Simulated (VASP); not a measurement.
## CsLiCr2Te2S3: single point with PBE+U

Crystal: CsLiCr2Te2S3.

```xyz
9
Lattice="3.3193 1.9164 6.8798 -3.3193 1.9164 6.8798 0.0000 -3.8328 6.8798" Properties=species:S:1:pos:R:3 pbc="T T T"
Cs    0.0000    0.0000    0.0000
Li    0.0000    0.0000   10.3197
Cr    0.0000    0.0000   16.4802
Cr    0.0000    0.0000    4.1593
Te    0.0000    0.0000   14.0328
Te    0.0000    0.0000    6.6067
S    -2.4147    0.0000   10.3197
S     1.2074   -2.0912   10.3197
S     1.2074    2.0912   10.3197
```

```
Program                : VASP 6.6.1
Task                   : single point
Functional             : PBE
Potentials or basis    : VASP PAW PBE potentials, release 64 (Cs_sv, Li_sv, Cr_pv, Te, S)
Cutoff                 : 520 eV
k mesh                 : 4 × 4 × 4
Occupations            : fermi-dirac, width 0.05 eV
Spin                   : collinear spin, ferromagnetic start
Starting moments       : [0.0, 0.0, 3.0, 3.0, 0.0, 0.0, 0.0, 0.0, 0.0] μB
Hubbard terms          : Cr d U = 6.0 eV
Dipole correction      : no
Further INCAR settings : ALGO = Normal; EDIFF = 1e-06; NBANDS = 47
```

```json
{
  "Largest force": "1.663 eV/Å",
  "Net moment": "4.27 μB per cell",
  "Site moments": "Cs -0.02; Li -0.00; Cr +3.46; Te -0.51; S -0.29 μB",
  "Valence electrons inside the program's atomic spheres": "Cs 6.57; Li 2.06; Cr 10.80; Te 3.39; S 3.77"
}
```

Forces on the atoms (eV/Å):
```
Cs   0.000  0.000  0.000
Li   0.000  0.000  0.000
Cr   0.000  0.000  0.588
Cr   0.000  0.000 -0.588
Te   0.000  0.000 -1.663
Te   0.000  0.000  1.663
S    0.905  0.000  0.000
S   -0.453  0.784  0.000
S   -0.453 -0.784  0.000
```

Levels at points of the mesh, in eV from the Fermi level:
Spin up:
```tsv
k point	band 31	band 32	band 33	band 34	band 35	band 36	band 37	band 38	band 39	band 40
(0.00, 0.00, 0.00)	-2.20	-0.68	-0.68	-0.55	-0.55	0.10	0.50	0.50	1.76	1.81
(0.50, 0.00, 0.00)	-1.33	-1.14	-0.66	-0.51	-0.29	0.26	0.78	0.79	0.94	1.00
(0.50, 0.50, 0.00)	-1.23	-1.07	-0.80	-0.54	-0.18	0.07	0.23	0.37	0.97	1.27
(0.50, 0.50, 0.50)	-1.78	-1.16	-1.16	-0.62	-0.60	-0.60	0.93	0.93	1.13	1.59
```
Spin down:
| k point | band 27 | band 28 | band 29 | band 30 | band 31 | band 32 | band 33 | band 34 | band 35 | band 36 |
| --- | --- | --- | --- | --- | --- | --- | --- | --- | --- | --- |
| (0.00, 0.00, 0.00) | -1.59 | -1.22 | -1.20 | -0.03 | -0.03 | 3.21 | 3.42 | 3.42 | 3.87 | 3.87 |
| (0.50, 0.00, 0.00) | -1.33 | -1.26 | -1.24 | -0.62 | -0.38 | 3.44 | 3.48 | 3.89 | 3.95 | 4.00 |
| (0.50, 0.50, 0.00) | -1.88 | -1.52 | -1.10 | -0.42 | -0.12 | 3.29 | 3.52 | 3.59 | 3.88 | 4.08 |
| (0.50, 0.50, 0.50) | -1.41 | -1.35 | -1.35 | -0.33 | -0.33 | 3.37 | 3.37 | 3.51 | 3.84 | 3.84 |

Eigenvalues of the final occupation matrices:
```
    site  spin  trace               eigenvalues
site 3 d     1   3.80  0.66 0.67 0.67 0.90 0.90
site 3 d     2   0.39  0.04 0.04 0.10 0.10 0.11
site 4 d     1   3.80  0.66 0.67 0.67 0.90 0.90
site 4 d     2   0.39  0.04 0.04 0.10 0.10 0.11
```

Wall time 32 min on 1 thread of Intel Xeon 8259CL, on a shared host, peak memory 0.84 GiB.

Caveat: spin-orbit coupling is left out, which moves the levels of the heavy elements; the run started ferromagnetic, and an antiferromagnetic order may lie lower in energy; forces of over 1 eV/Å act on the atoms, so gaps and moduli don't describe the material at rest. The state reached can hang on the start; a lower one may exist.
